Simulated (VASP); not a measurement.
B:

```xyz
6
Lattice="2.6863 0.0000 0.0000 0.0000 2.6863 0.0000 0.0000 0.0000 6.7969" Properties=species:S:1:pos:R:3 pbc="T T T"
B     0.0000    1.3431    2.5920
B     1.3431    0.0000    0.8064
B     0.0000    1.3431    4.2048
B     1.3431    0.0000    5.9905
B     0.0000    0.0000    5.0976
B     0.0000    0.0000    1.6992
```

```yaml
Program: VASP 6.6.1
Task: relaxation of cell and atoms
Functional: PBE
Potentials_or_basis: VASP PAW PBE potentials, release 64 (B)
Cutoff: 600 eV
k_mesh: 6 × 6 × 4
Occupations: gaussian, width 0.1 eV
Spin: no spin polarisation
```

At the start: pressure 33.4 GPa; volume 8.17 Å³/atom.

**Question.** Where does the relaxation end?

**Answer.** Over 30 steps the energy falls by 564.7 meV/atom and the volume is 8.91 Å³/atom (+9.1 %); space group P4_2/mmc (No. 131, to 0.05 Å).

The path:
```csv
step,energy change (eV),largest force (eV/Å),pressure (GPa),volume (Å³)
1,0.0000,0.5456,33.37,49.05
2,-0.8183,0.1190,-7.92,62.15
3,-0.9016,0.1687,-0.56,58.60
4,-1.0940,0.8381,-0.98,59.37
5,-1.8764,3.2451,-6.02,61.13
6,0.3633,9.0222,-3.45,61.77
7,-1.8596,4.4788,-6.52,61.57
8,-1.8788,4.5022,-6.75,61.64
9,-1.9296,4.5749,-7.36,61.82
10,-1.9966,4.5921,-8.52,62.16
11,-1.9613,4.3602,-10.62,62.76
12,-2.0028,4.5217,-9.29,62.39
13,-2.0851,4.2706,-9.64,62.33
14,-2.3066,3.5672,-10.60,62.13
15,-2.6496,2.3827,-12.21,61.74
16,-2.9985,0.4892,-14.14,60.96
17,-3.0407,0.0162,-14.69,60.65
18,-3.0491,0.2302,-15.00,60.47
19,-3.1371,0.2123,-13.16,59.47
20,-3.3195,0.1684,-6.77,56.55
21,-3.2537,0.1338,10.76,50.99
22,-3.3679,0.1378,-0.93,54.39
23,-3.3681,0.1364,-0.50,54.25
24,-3.3744,0.0430,-0.34,54.14
25,-3.3802,0.1619,0.06,53.92
26,-3.3803,0.1821,0.09,53.90
27,-3.3826,0.1516,-0.09,53.87
28,-3.3870,0.0494,-0.64,53.80
29,-3.3874,0.0091,-0.89,53.76
30,-3.3882,0.0213,-0.18,53.49
```

Final structure:
```yaml
crystal:
  lattice:
    - [3.12324, 0.00000, 0.00000]
    - [0.00000, 3.12324, 0.00000]
    - [0.00000, 0.00000, 5.48314]
  atoms:
    - { symbol: B, position: [0.00000, 0.50000, 0.34124] }
    - { symbol: B, position: [0.50000, 0.00000, 0.15876] }
    - { symbol: B, position: [0.00000, 0.50000, 0.65876] }
    - { symbol: B, position: [0.50000, 0.00000, 0.84124] }
    - { symbol: B, position: [0.00000, 0.00000, 0.75000] }
    - { symbol: B, position: [0.00000, 0.00000, 0.25000] }
```

Caveat: the k points lie up to 0.34 Å⁻¹ apart in the final cell.
